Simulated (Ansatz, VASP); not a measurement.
Ni in VASP and in Ansatz

```
Ni
1.0
    -1.35192    1.35192    1.35192
     1.35192   -1.35192    1.35192
     1.35192    1.35192   -1.35192
Ni
1
Direct
  0.00000 0.00000 0.00000
```

Change from the starting cell: volume scaled by 0.9, PAW files.

Alike in both runs: task single point; functional PBE; k mesh 19 × 19 × 19; occupations fermi-dirac, width 0.05 eV; collinear spin.

|  | VASP | Ansatz |
| --- | --- | --- |
| version | VASP 6.6.1 | Ansatz 0.2.0 |
| potentials or method | VASP PAW PBE potentials, release 64 (Ni) | PAW with Ansatz's default frozen-core files, scalar-relativistic |
| plane-wave cutoff (eV) | 520 | 420 |
| valence electrons in the cell | 10 | 18 |

Ansatz gave:

| Quantity | Value |
| --- | --- |
| pressure (GPa) | 25.9 |
| net moment per atom (μB) | 0.45 |
| size of the moment on the site where the two differ most (μB) | 0.48 |

Task: What did VASP give for the same quantities?

Result: Pressure (GPa): 25.5; net moment per atom (μB): 0.45; size of the moment on the site where the two differ most (μB): 0.45.

Site moments also hang on the region over which each program counts them. With one functional, cell and mesh, what is left measures potentials, basis and numerics. VASP's potentials hold 10 valence electrons a cell and Ansatz's 18, so a difference there can come from the potentials and not from the codes.
